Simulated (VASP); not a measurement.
Here is a VASP 6.6.1 calculation.

Contents of INCAR:

```
SYSTEM = NaF
PREC     = Accurate       ! precision mode
ENCUT    = 600            ! plane-wave cutoff, eV
EDIFF    = 1E-6           ! SCF threshold, eV
ISMEAR   = -1             ! smearing method
SIGMA    = 0.02           ! smearing width, eV
LREAL    = .FALSE.        ! projectors in reciprocal space
LASPH    = .TRUE.         ! aspherical terms in the spheres
NELM     = 100            ! most SCF steps
ALGO     = Normal         ! electronic algorithm
ISIF     = 3              ! what is computed and relaxed
LWAVE    = .FALSE.        ! write WAVECAR
LCHARG   = .FALSE.        ! write CHGCAR
GGA      = PS             ! functional
IBRION   = 2              ! ionic algorithm
NSW      = 80             ! ionic steps
EDIFFG   = -0.005         ! ionic threshold
```

Contents of KPOINTS:

```
regular mesh
0
G
  8 8 8
  0 0 0
```

The input POSCAR:

```
NaF
1.0
    0.0000000000      2.3499911958      2.3499911958
    2.3499911958      0.0000000000      2.3499911958
    2.3499911958      2.3499911958      0.0000000000
Na F
1 1
Direct
    0.0000000000      0.0000000000      0.0000000000
    0.5000000000      0.5000000000      0.5000000000
```

Potentials or basis: VASP PAW PBE potentials, release 64 (Na_pv, F).

Run with:

```sh
$ cat potpaw_PBE.64/Na_pv/POTCAR potpaw_PBE.64/F/POTCAR > POTCAR
$ mpirun -np 1 vasp_std > vasp.out
```

Problem. What does it give for the relaxed cell?

Solution. a = 3.271 Å, b = 3.271 Å, c = 3.271 Å, α = 60.00°, β = 60.00°, γ = 60.00°.

Problem. Estimate the relaxed volume.

Solution. 12.37 Å³/atom.

Final structure:
```
Na F
1.0
     0.00000    2.31266    2.31266
     2.31266    0.00000    2.31266
     2.31266    2.31266    0.00000
Na F
1 1
Direct
  0.00000 0.00000 0.00000
  0.50000 0.50000 0.50000
```

Caveat: the PAW data sets were made with another functional, which shifts forces and pressure a little.
